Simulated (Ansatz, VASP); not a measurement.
# One calculation of AlAs, two programs

Contents of INCAR:

```
PREC = Accurate
ENCUT = 500
EDIFF = 1E-6
ISMEAR = 0
SIGMA = 0.01
LREAL = False
LASPH = True
NELM = 200
ALGO = Normal
ISIF = 2
LWAVE = False
LCHARG = True
LNONCOLLINEAR = True
MAGMOM = 0 0 0 0 0 0
LORBIT = 11
LSORBIT = True
GGA_COMPAT = False
LORBMOM = True
LVHAR = True
NBANDS = 20
```

Contents of KPOINTS:

```
Automatic mesh
0
Gamma
  6 6 6
```

Contents of POSCAR:

```
AlAs
1.0
    0.0000000000      2.8304000000      2.8304000000
    2.8304000000      0.0000000000      2.8304000000
    2.8304000000      2.8304000000      0.0000000000
Al As
1 1
Direct
    0.0000000000      0.0000000000      0.0000000000
    0.2500000000      0.2500000000      0.2500000000
```

Input for Ansatz:

```yaml
crystal:
  lattice:
    - [0.0, 2.8304, 2.8304]
    - [2.8304, 0.0, 2.8304]
    - [2.8304, 2.8304, 0.0]
  atoms:
    - { symbol: Al, position: [0.0, 0.0, 0.0] }
    - { symbol: As, position: [0.25, 0.25, 0.25] }
kpoints:
  mp_grid:
    grid: [6, 6, 6]
hamiltonian:
  xc: lda
magnetization:
  noncollinear: true
  spin_orbit: true
scf:
  occupations:
    method: fixed
output:
  eigenvalues: true
```

Alike in both runs: task single point; functional LDA; k mesh 6 × 6 × 6; non-collinear spin, spin-orbit coupling.

|  | VASP | Ansatz |
| --- | --- | --- |
| version | VASP 6.6.1 | Ansatz 0.2.0 |
| potentials or method | VASP PAW LDA potentials, release 64 (Al, As) | plane waves, PAW |
| plane-wave cutoff (eV) | 500 | 420 |
| occupations | gaussian, width 0.01 eV | fixed |
| valence electrons in the cell | 8 | 18 |

|  | VASP | Ansatz | Ansatz less VASP |
| --- | --- | --- | --- |
| net moment per atom (μB) | 0.00 | 0.00 | 0.000 |

LDA's correlation is that of Perdew and Zunger in VASP and of Perdew and Wang (1992) in Ansatz. VASP's potentials hold 8 valence electrons a cell and Ansatz's 18, so a difference there can come from the potentials and not from the codes.
